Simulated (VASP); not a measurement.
# Zn33S31 (a cell with a defect) in VASP: single point with PBEsol

Aim: the single point of Zn33S31 (a cell with a defect) with PBEsol.

All numbers are computed with VASP 6.6.1; they aren't measurements. Logs are shortened: lines on timing, memory, paths and dates and some standing lists are left out, and cuts for length are marked.

## 1. The cell of the first run

The cell holds a defect, 64 atoms: a = 10.713 Å, b = 10.713 Å, c = 10.713 Å, α = 90.00°, β = 90.00°, γ = 90.00°.

## 2. Single point, PBEsol

File INCAR:

```
PREC = Accurate ; ENCUT = 400
EDIFF = 1E-6 ; ISMEAR = -1
SIGMA = 0.05 ; LREAL = Auto
LASPH = True ; NELM = 120
ALGO = Normal ; ISIF = 2
LWAVE = False ; LCHARG = True
GGA = PS ; LELF = True
LVHAR = True ; NBANDS = 329
ISYM = 0 ; GGA_COMPAT = False
```

File KPOINTS:

```
Automatic mesh
0
Gamma
  1 1 1
  0.25 0.25 0.25
```

File POSCAR:

```
Zn33S31
1.0
   10.7125360000      0.0000000000      0.0000000000
    0.0000000000     10.7125360000      0.0000000000
    0.0000000000      0.0000000000     10.7125360000
Zn S
33 31
Direct
    0.0000000000      0.0000000000      0.0000000000
    0.0000000000      0.0000000000      0.5000000000
    0.0000000000      0.5000000000      0.0000000000
    0.0000000000      0.5000000000      0.5000000000
    0.5000000000      0.0000000000      0.0000000000
    0.5000000000      0.0000000000      0.5000000000
    0.5000000000      0.5000000000      0.0000000000
    0.5000000000      0.5000000000      0.5000000000
    0.6250000000      0.6250000000      0.6250000000
    0.2500000000      0.2500000000      0.0000000000
    0.2500000000      0.2500000000      0.5000000000
    0.2500000000      0.7500000000      0.0000000000
    0.2500000000      0.7500000000      0.5000000000
    0.7500000000      0.2500000000      0.0000000000
    0.7500000000      0.2500000000      0.5000000000
    0.7500000000      0.7500000000      0.0000000000
    0.7500000000      0.7500000000      0.5000000000
    0.2500000000      0.0000000000      0.2500000000
    0.2500000000      0.0000000000      0.7500000000
    0.2500000000      0.5000000000      0.2500000000
    0.2500000000      0.5000000000      0.7500000000
    0.7500000000      0.0000000000      0.2500000000
    0.7500000000      0.0000000000      0.7500000000
    0.7500000000      0.5000000000      0.2500000000
    0.7500000000      0.5000000000      0.7500000000
    0.0000000000      0.2500000000      0.2500000000
    0.0000000000      0.2500000000      0.7500000000
    0.0000000000      0.7500000000      0.2500000000
    0.0000000000      0.7500000000      0.7500000000
    0.5000000000      0.2500000000      0.2500000000
    0.5000000000      0.2500000000      0.7500000000
    0.5000000000      0.7500000000      0.2500000000
    0.5000000000      0.7500000000      0.7500000000
    0.1250000000      0.1250000000      0.1250000000
    0.1250000000      0.1250000000      0.6250000000
    0.1250000000      0.6250000000      0.1250000000
    0.1250000000      0.6250000000      0.6250000000
    0.6250000000      0.1250000000      0.1250000000
    0.6250000000      0.1250000000      0.6250000000
    0.6250000000      0.6250000000      0.1250000000
    0.3750000000      0.3750000000      0.1250000000
    0.3750000000      0.3750000000      0.6250000000
    0.3750000000      0.8750000000      0.1250000000
    0.3750000000      0.8750000000      0.6250000000
    0.8750000000      0.3750000000      0.1250000000
    0.8750000000      0.3750000000      0.6250000000
    0.8750000000      0.8750000000      0.1250000000
    0.8750000000      0.8750000000      0.6250000000
    0.3750000000      0.1250000000      0.3750000000
    0.3750000000      0.1250000000      0.8750000000
    0.3750000000      0.6250000000      0.3750000000
    0.3750000000      0.6250000000      0.8750000000
    0.8750000000      0.1250000000      0.3750000000
    0.8750000000      0.1250000000      0.8750000000
    0.8750000000      0.6250000000      0.3750000000
    0.8750000000      0.6250000000      0.8750000000
    0.1250000000      0.3750000000      0.3750000000
    0.1250000000      0.3750000000      0.8750000000
    0.1250000000      0.8750000000      0.3750000000
    0.1250000000      0.8750000000      0.8750000000
    0.6250000000      0.3750000000      0.3750000000
    0.6250000000      0.3750000000      0.8750000000
    0.6250000000      0.8750000000      0.3750000000
    0.6250000000      0.8750000000      0.8750000000
```

Potentials or basis: VASP PAW PBE potentials, release 64 (Zn, S).

Run with:

```
cat potpaw_PBE.64/Zn/POTCAR potpaw_PBE.64/S/POTCAR > POTCAR
mpirun -np 1 vasp_std > vasp.out
```

OUTCAR:

```text
PREC = Accurate
   ENCUT = 400
   EDIFF = 1E-6
   ISMEAR = -1
   LREAL = Auto
   LASPH = True
   NELM = 120
   ISIF = 2
   GGA = PS
   ISYM = 0

 ion  position               nearest neighbor table
   1  0.000  0.000  0.000-  34 2.32  47 2.32  54 2.32  60 2.32
   2  0.000  0.000  0.500-  35 2.32  48 2.32  53 2.32  59 2.32
   3  0.000  0.500  0.000-  36 2.32  45 2.32  56 2.32  58 2.32
   4  0.000  0.500  0.500-  37 2.32  46 2.32  55 2.32  57 2.32
   5  0.500  0.000  0.000-  38 2.32  43 2.32  50 2.32  64 2.32
   6  0.500  0.000  0.500-  39 2.32  44 2.32  49 2.32  63 2.32
[... 56 lines left out ...]
  63  0.625  0.875  0.375-   6 2.32  17 2.32  22 2.32  32 2.32
  64  0.625  0.875  0.875-   5 2.32  16 2.32  23 2.32  33 2.32

IMPORTANT INFORMATION: All symmetrisations will be switched off!
NOSYMM: (Re-)initialisation of all symmetry stuff for point group C_1.

----------------------------------------------------------------------------------------

                                     Primitive cell

  volume of cell :    1229.3538

  direct lattice vectors                    reciprocal lattice vectors
    10.712536000  0.000000000  0.000000000     0.093348578  0.000000000  0.000000000
     0.000000000 10.712536000  0.000000000     0.000000000  0.093348578  0.000000000
     0.000000000  0.000000000 10.712536000     0.000000000  0.000000000  0.093348578

  length of vectors
    10.712536000 10.712536000 10.712536000     0.093348578  0.093348578  0.093348578

  position of ions in fractional coordinates (direct lattice)
     0.000000000  0.000000000  0.000000000
     0.000000000  0.000000000  0.500000000
     0.000000000  0.500000000  0.000000000
     0.000000000  0.500000000  0.500000000
     0.500000000  0.000000000  0.000000000
     0.500000000  0.000000000  0.500000000
[... 56 lines left out ...]
     0.625000000  0.875000000  0.375000000
     0.625000000  0.875000000  0.875000000

  ion indices of the primitive-cell ions
   primitive index   ion index
                 1           1
                 2           2
                 3           3
                 4           4
                 5           5
                 6           6
[... 56 lines left out ...]
                63          63
                64          64

----------------------------------------------------------------------------------------

 KPOINTS: Automatic mesh

Automatic generation of k-mesh.
 Grid dimensions read from file:
 generate k-points for:    1    1    1

 Generating k-lattice:

  Cartesian coordinates                     Fractional coordinates (reciprocal lattice)
     0.093348578  0.000000000  0.000000000     1.000000000  0.000000000  0.000000000
     0.000000000  0.093348578  0.000000000     0.000000000  1.000000000  0.000000000
     0.000000000  0.000000000  0.093348578     0.000000000  0.000000000  1.000000000

  Length of vectors
     0.093348578  0.093348578  0.093348578

  Shift w.r.t. Gamma in fractional coordinates (k-lattice)
     0.250000000  0.250000000  0.250000000

 Subroutine IBZKPT returns following result:
 ===========================================

 Found      4 irreducible k-points:

 Following reciprocal coordinates:
            Coordinates               Weight
  0.250000  0.250000  0.250000      2.000000
 -0.250000  0.250000  0.250000      2.000000
 -0.250000 -0.250000  0.250000      2.000000
  0.250000 -0.250000  0.250000      2.000000
   k-points           NKPTS =      4   k-points in BZ     NKDIM =      4   number of bands    NBANDS=    329
   number of dos      NEDOS =    301   number of ions     NIONS =     64
   total plane-waves  NPLWV = 343000
   dimension x,y,z NGX =    70 NGY =   70 NGZ =   70
   dimension x,y,z NGXF=   140 NGYF=  140 NGZF=  140
   ions per type =              33  31
   NGX,Y,Z   is equivalent  to a cutoff of  10.86, 10.86, 10.86 a.u.
   NGXF,Y,Z  is equivalent  to a cutoff of  21.73, 21.73, 21.73 a.u.
 SYSTEM =  unknown system
   PREC   = accura    normal or accurate (medium, high low for compatibility)
   ISTART =      0    job   : 0-new  1-cont  2-samecut
   ICHARG =      2    charge: 1-file 2-atom 10-const
   ISPIN  =      1    spin polarized calculation?
   LNONCOLLINEAR =      F non collinear calculations
   LSORBIT =      F    spin-orbit coupling
   LASPH  =      T    aspherical Exc in radial PAW
   ENCUT  =  400.0 eV  29.40 Ry    5.42 a.u.  17.47 17.47 17.47*2*pi/ulx,y,z
   NELM   =    120;   NELMIN=  2; NELMDL= -5     # of ELM steps
   EDIFF  = 0.1E-05   stopping-criterion for ELM
   LREAL  =      T    real-space projection
   EDIFFG = 0.1E-04   stopping-criterion for IOM
   NSW    =      0    number of steps for IOM
   IBRION =     -1    ionic relax: 0-MD 1-quasi-New 2-CG
   NFREE  =      0    steps in history (QN), initial steepest desc. (CG)
   ISIF   =      2    stress and relaxation
   ISYM   =      0    0-nonsym 1-usesym 2-fastsym
   POTIM  = 0.5000    time-step for ionic-motion
   TEBEG  =    0.0;   TEEND  =   0.0 temperature during run
   PSTRESS=    0.0 pullay stress
   NELECT =     582.0000    total number of electrons
   NUPDOWN=      -1.0000    fix difference up-down
   EMIN   =  10.00;   EMAX   =-10.00  energy-range for DOS
   EFERMI =   0.00;   METHOD = LEGACY
   ISMEAR =    -1;   SIGMA  =   0.05  broadening in eV -4-tet -1-fermi 0-gaus
   EFERMI_NEDOS =   21; number of points for ismear=-14 and -15
   IALGO  =     38    algorithm
   IMIX   =      4    mixing-type and parameters
     AMIX     =   0.40;   BMIX     =  1.00
     AMIX_MAG =   1.60;   BMIX_MAG =  1.00
  volume/ion in A,a.u.               =      19.21       129.63
  Fermi-wavevector in a.u.,A,eV,Ry     =   1.275920  2.411140 22.149910  1.627972
  Thomas-Fermi vector in A             =   2.408605
   LORBIT       =      0    0 simple, 1 ext, 2 COOP (PROOUT), +10 PAW based schemes
   GGA     = PS    functional components
   LHFCALC =     F    Hartree Fock is set to
   AEXX    =    0.0000 exact exchange contribution
   IVDW    =     0    specifies the selected vdW correction
   LEPSILON=     F    determine dielectric tensor
   LRPA    =     F    only Hartree local field effects (RPA)
 non-spin polarized calculation
  energy-cutoff  :      400.00
  volume of cell :     1229.35
 maximum number of plane-waves:     22331
 NGX is ok and might be reduce to    70
   NGX = 35   NGY = 35   NGZ = 35

 number of electron     582.0000045 magnetization

 Free energy of the ion-electron system (eV)
  ---------------------------------------------------
  ext. energy  EPLUGINS =         0.00000000
  ---------------------------------------------------
  free energy    TOTEN  =      -234.60062942 eV

  energy without entropy =     -234.52814108  energy(sigma->0) =     -234.56438525

 E-fermi :   3.8112     XC(G=0):  -9.9898

 val. band max:        3.7016703731   @ k =   0.2500   0.2500   0.2500
 cond. band min:       3.9581490243   @ k =   0.2500   0.2500   0.2500
 fundamental gap:      0.2564786512
 Fermi energy:         3.8112192379

 k-point     1 :       0.2500    0.2500    0.2500
  band No.  band energies     occupation
      1     -11.0228      2.00000
      2     -10.7416      2.00000
      3     -10.7416      2.00000
      4     -10.6944      2.00000
      5     -10.5038      2.00000
      6     -10.5038      2.00000
[... 295 lines left out ...]
    302       6.2845      0.00000
    303       6.2846      0.00000

 k-point     2 :      -0.2500    0.2500    0.2500
  band No.  band energies     occupation
      1     -11.0228      2.00000
      2     -10.7416      2.00000
      3     -10.7416      2.00000
      4     -10.6944      2.00000
      5     -10.5038      2.00000
      6     -10.5038      2.00000
[... 295 lines left out ...]
    302       6.2845      0.00000
    303       6.2845      0.00000

 k-point     3 :      -0.2500   -0.2500    0.2500
  band No.  band energies     occupation
      1     -11.0228      2.00000
      2     -10.7416      2.00000
      3     -10.7416      2.00000
      4     -10.6944      2.00000
      5     -10.5038      2.00000
      6     -10.5038      2.00000
[... 295 lines left out ...]
    302       6.2845      0.00000
    303       6.2845      0.00000

 k-point     4 :       0.2500   -0.2500    0.2500
  band No.  band energies     occupation
      1     -11.0228      2.00000
      2     -10.7416      2.00000
      3     -10.7416      2.00000
      4     -10.6944      2.00000
      5     -10.5038      2.00000
      6     -10.5038      2.00000
[... 295 lines left out ...]
    302       6.2845      0.00000
    303       6.2846      0.00000
 [bands above 303 left out]

------------------------ aborting loop because EDIFF is reached ----------------------------------------

  FORCE on cell =-STRESS in cart. coord.  units (eV):
  Direction    XX          YY          ZZ          XY          YZ          ZX
  --------------------------------------------------------------------------------------
  -------------------------------------------------------------------------------------
  Total        3.2675387      3.2674030      3.2677392      0.0004366      0.0005684      0.0011058
  in kB        4.2584783      4.2583015      4.2587396      0.0005690      0.0007408      0.0014411
  external PRESSURE =       4.2585064 kB  Pullay stress =       0.0000000 kB

 VOLUME and BASIS-vectors are now :
 -----------------------------------------------------------------------------
  energy-cutoff  :      400.00
  volume of cell :     1229.35
      direct lattice vectors                 reciprocal lattice vectors
    10.712536000  0.000000000  0.000000000     0.093348578  0.000000000  0.000000000
     0.000000000 10.712536000  0.000000000     0.000000000  0.093348578  0.000000000
     0.000000000  0.000000000 10.712536000     0.000000000  0.000000000  0.093348578

 POSITION                                       TOTAL-FORCE (eV/Angst)
 -----------------------------------------------------------------------------------
      0.00000      0.00000      0.00000         0.002508      0.002502      0.002505
      0.00000      0.00000      5.35627         0.016171      0.016168     -0.006634
      0.00000      5.35627      0.00000         0.016158     -0.006628      0.016162
      0.00000      5.35627      5.35627         0.005923      0.003867      0.003874
      5.35627      0.00000      0.00000        -0.006632      0.016161      0.016171
      5.35627      0.00000      5.35627         0.003877      0.005933      0.003871
[... 56 lines left out ...]
      6.69534      9.37347      4.01720        -0.036263      0.018001     -0.018856
      6.69534      9.37347      9.37347         0.037108      0.017982      0.017986
 -----------------------------------------------------------------------------------
    total drift:                               -0.000181     -0.000175     -0.000205

  FREE ENERGIE OF THE ION-ELECTRON SYSTEM (eV)
  ---------------------------------------------------
  free  energy   TOTEN  =      -234.6006294202 eV

  energy  without entropy=     -234.5281410808  energy(sigma->0) =     -234.56438525
```

Run time: 2.1 h. Hardware: 1 thread of Intel Xeon 8259CL, shared host; peak memory 1.1 GiB.

Results:

* Free energy: -234.6006 eV
* Pressure: 0.4 GPa
* Largest force: 0.845 eV/Å
* Band gap on the k mesh: 0.26 eV

Forces on the atoms (eV/Å):
```
Zn   0.003  0.003  0.003
Zn   0.016  0.016 -0.007
Zn   0.016 -0.007  0.016
Zn   0.006  0.004  0.004
Zn  -0.007  0.016  0.016
Zn   0.004  0.006  0.004
Zn   0.004  0.004  0.006
Zn  -0.488 -0.488 -0.488
Zn   0.000  0.000  0.000
Zn  -0.003 -0.003  0.003
Zn  -0.016 -0.016 -0.007
Zn  -0.016  0.007  0.016
Zn  -0.006 -0.004  0.004
Zn   0.007 -0.016  0.016
Zn  -0.004 -0.006  0.004
Zn  -0.004 -0.004  0.006
Zn   0.488  0.488 -0.488
Zn  -0.003  0.003 -0.002
Zn  -0.016  0.016  0.007
Zn  -0.016 -0.007 -0.016
Zn  -0.006  0.004 -0.004
Zn   0.007  0.016 -0.016
Zn  -0.004  0.006 -0.004
Zn  -0.004  0.004 -0.006
Zn   0.488 -0.488  0.488
Zn   0.003 -0.003 -0.002
Zn   0.016 -0.016  0.007
Zn   0.016  0.007 -0.016
Zn   0.006 -0.004 -0.004
Zn  -0.007 -0.016 -0.016
Zn   0.004 -0.006 -0.004
Zn   0.004 -0.004 -0.006
Zn  -0.488  0.488  0.488
S    0.000  0.000  0.000
S    0.000  0.000  0.000
S    0.000  0.000  0.000
S    0.000  0.000  0.000
S    0.000  0.000  0.000
S    0.000  0.000  0.000
S    0.000  0.000  0.000
S    0.003  0.003  0.005
S   -0.019 -0.019  0.037
S    0.003 -0.004 -0.004
S   -0.019  0.018 -0.036
S   -0.004  0.003 -0.004
S    0.018 -0.019 -0.036
S   -0.004 -0.004  0.005
S    0.018  0.018  0.037
S    0.003  0.005  0.003
S    0.003 -0.004 -0.004
S   -0.019  0.037 -0.019
S   -0.019 -0.036  0.018
S   -0.004 -0.004  0.003
S   -0.004  0.005 -0.004
S    0.018 -0.036 -0.019
S    0.018  0.037  0.018
S    0.005  0.003  0.003
S   -0.004  0.003 -0.004
S   -0.004 -0.004  0.003
S    0.005 -0.004 -0.004
S    0.037 -0.019 -0.019
S   -0.036 -0.019  0.018
S   -0.036  0.018 -0.019
S    0.037  0.018  0.018
```

Caveat: the PAW data sets were made with another functional, which shifts forces and pressure a little.
